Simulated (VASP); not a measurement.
SiC: single point with r2SCAN

SiC:

```xyz
8
Lattice="2.9545 0.0000 0.0000 -1.4772 2.5586 0.0000 0.0000 0.0000 9.2706" Properties=species:S:1:pos:R:3 pbc="T T T"
Si    1.4772    0.8529    8.6943
Si    0.0000    1.7058    4.0590
Si    0.0000    0.0000    6.3772
Si    0.0000    0.0000    1.7419
C     1.4772    0.8529    6.9512
C     0.0000    1.7058    2.3158
C     0.0000    0.0000    4.6396
C     0.0000    0.0000    0.0043
```

This cell differs from its parent crystal: strain -0.040 along x and y, -0.080 along z.

```
Program                : VASP 6.6.1
Task                   : single point
Functional             : r2SCAN
Potentials or basis    : VASP PAW PBE potentials, release 64 (Si, C)
Cutoff                 : 520 eV
k mesh                 : 12 × 12 × 4
Occupations            : gaussian, width 0.05 eV
Spin                   : no spin polarisation
Dipole correction      : no
Further INCAR settings : ALGO = Normal; EDIFF = 1e-07; NBANDS = 26
```

The pressure is 51.6 GPa, the largest force is 1.125 eV/Å and the band gap on the k mesh is 2.58 eV (least direct gap 3.88 eV).

Forces on the atoms (eV/Å):
```
Si   0.000  0.000  0.893
Si   0.000  0.000  0.893
Si   0.000  0.000  1.125
Si   0.000  0.000  1.125
C    0.000  0.000 -1.016
C    0.000  0.000 -1.016
C    0.000  0.000 -1.002
C    0.000  0.000 -1.002
```

Stress tensor (GPa, compression positive):
```
39.12  0.00  0.00
 0.00 39.12  0.00
 0.00  0.00 76.67
```

Levels at points of the mesh, in eV from the valence-band top:
| k point | band 13 | band 14 | band 15 | band 16 | band 17 | band 18 | band 19 | band 20 |
| --- | --- | --- | --- | --- | --- | --- | --- | --- |
| (0.00, 0.00, 0.00) | -0.98 | -0.25 | -0.25 | 0.00 | 6.38 | 7.07 | 7.81 | 7.81 |
| (0.50, 0.00, 0.00) | -2.98 | -2.43 | -1.73 | -1.30 | 2.58 | 2.62 | 4.97 | 6.49 |
| (0.00, 0.00, 0.50) | -0.51 | -0.51 | -0.51 | -0.51 | 6.63 | 6.63 | 8.09 | 8.09 |
| (0.50, 0.00, 0.50) | -2.85 | -2.85 | -1.90 | -1.90 | 2.92 | 2.92 | 5.11 | 5.11 |

It took 4.7 min on 1 thread of Intel(R) Xeon(R) Platinum 8259CL CPU @ 2.50GHz (Skylake/Cascade Lake), with other jobs on the host, peak memory 0.24 GiB.

Caveat: the cell differs from its parent crystal (strain -0.040 along x and y, -0.080 along z); the stress differs along the axes, from 39 to 77 GPa; the PAW data sets were made with another functional, which shifts forces and pressure a little. A k mesh can miss the band edges.
